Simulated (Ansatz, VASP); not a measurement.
## SiGe3Ru in VASP and in Ansatz

Contents of INCAR:

```
  PREC = Accurate
  ENCUT = 520
  EDIFF = 1E-6
  ISMEAR = 0
  SIGMA = 0.1
  LREAL = F
  LASPH = T
  NELM = 100
  ALGO = Normal
  ISIF = 2
  LWAVE = F
  LCHARG = T
  GGA = PE
  LELF = T
  LVHAR = T
  NBANDS = 38
```

KPOINTS

```
Automatic mesh
0
Gamma
  12 12 6
```

The input POSCAR:

```
SiGe3Ru
1.0
    3.4339735586      0.0000000000      0.0000000000
    0.0000000000      3.4339735586      0.0000000000
    0.0000000000      0.0000000000      7.6995294351
Si Ge Ru
1 3 1
Direct
    0.0000000000      0.0000000000      0.5000000000
    0.5000000000      0.5000000000      0.3256368490
    0.5000000000      0.5000000000      0.6743631510
    0.0000000000      0.0000000000      0.0000000000
    0.5000000000      0.5000000000      0.0000000000
```

Input for Ansatz:

```yaml
crystal:
  lattice:
    - [3.4339735586, 0.0, 0.0]
    - [0.0, 3.4339735586, 0.0]
    - [0.0, 0.0, 7.6995294351]
  atoms:
    - { symbol: Si, position: [0.0, 0.0, 0.5] }
    - { symbol: Ge, position: [0.5, 0.5, 0.325636849] }
    - { symbol: Ge, position: [0.5, 0.5, 0.674363151] }
    - { symbol: Ge, position: [0.0, 0.0, 0.0] }
    - { symbol: Ru, position: [0.5, 0.5, 0.0] }
basis:
  ecutwfc: 420
kpoints:
  mp_grid: { grid: [12, 12, 6] }
  band_path:
    path:
      - [[0.0, 0.0, 0.0], [0.0, 0.5, 0.0], [0.5, 0.5, 0.0], [0.0, 0.0, 0.0], [0.0, 0.0, 0.5], [0.0, 0.5, 0.5], [0.5, 0.5, 0.5], [0.0, 0.0, 0.5]]
      - [[0.0, 0.5, 0.0], [0.0, 0.5, 0.5]]
      - [[0.5, 0.5, 0.0], [0.5, 0.5, 0.5]]
    npoints: 14
hamiltonian:
  xc: pbe
scf:
  occupations: { method: gaussian, width: 0.1 }
  n_extra_bands: 12
output:
  forces: true
  stress: true
  eigenvalues: true
  populations: true
  dos: { projected: true, de: 0.02, nscf_kmesh: { grid: [15, 15, 8] } }
  bader: true
  write_density: true
  write_potential: true
  elf: true
  volumetric_format: npy
```

Alike in both runs: task single point; functional PBE; k mesh 12 × 12 × 6; occupations gaussian, width 0.1 eV; no spin polarisation.

|  | VASP | Ansatz |
| --- | --- | --- |
| version | VASP 6.6.1 | Ansatz 0.2.0 |
| potentials or method | VASP PAW PBE potentials, release 64 (Si, Ge_d, Ru_pv), cutoff 520 eV | scalar-relativistic, plane waves, PAW |
| valence electrons in the cell | 60 | 62 |

```csv
,VASP,Ansatz,Ansatz less VASP
gap on the k mesh at the Fermi level (eV),none,none,-
pressure (GPa),0.1,0.0,-0.09
```

A gap of «none» marks a metal or a gap that the smearing closes. The functional is the same, so the differences come from potentials, cutoffs and numerics. VASP's potentials hold 60 valence electrons a cell and Ansatz's 62, so a difference there can come from the potentials and not from the codes.
